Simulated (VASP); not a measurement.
**NbAs: single point with PBE**

Crystal: NbAs.

```
Nb As
1.0
    -1.73661    1.73661    5.87608
     1.73661   -1.73661    5.87608
     1.73661    1.73661   -5.87608
Nb As
2 2
Direct
  0.74890 0.74890 0.00000
  0.49890 0.99890 0.50000
  0.91710 0.41710 0.50000
  0.16710 0.16710 0.00000
```

- Program: VASP 6.6.1
- Task: single point
- Functional: PBE
- Potentials or basis: VASP PAW PBE potentials, release 64 (Nb_sv, As)
- Cutoff: 520 eV
- k mesh: 14 × 14 × 14
- Occupations: gaussian, width 0.1 eV
- Spin: no spin polarisation

| Quantity | Value |
| --- | --- |
| Pressure | 0.0 GPa |
| Band gap on the k mesh | zero (band 18 reaches 9.50 eV, above the bottom of band 19 at 9.40 eV) |

Levels at points of the mesh, in eV from the Fermi level:
```
           k point  band 14  band 15  band 16  band 17  band 18  band 19  band 20  band 21  band 22  band 23
(0.00, 0.00, 0.00)    -2.18    -2.01    -1.65    -1.36    -1.36     0.67     1.23     2.38     2.91     2.91
(0.50, 0.00, 0.00)    -3.13    -2.22    -1.79    -1.36    -0.08     0.05     1.16     2.07     2.22     2.68
(0.50, 0.50, 0.00)    -4.58    -2.77    -2.77    -0.60    -0.60     2.35     2.35     2.60     2.60     3.44
(0.50, 0.50, 0.50)    -2.59    -2.45    -2.45    -0.55    -0.55     0.94     0.94     1.89     1.89     3.09
```

Wall time 23 min on 1 thread of AMD EPYC 7R13 Processor (Zen 3), with other jobs on the host, peak memory 0.58 GiB.
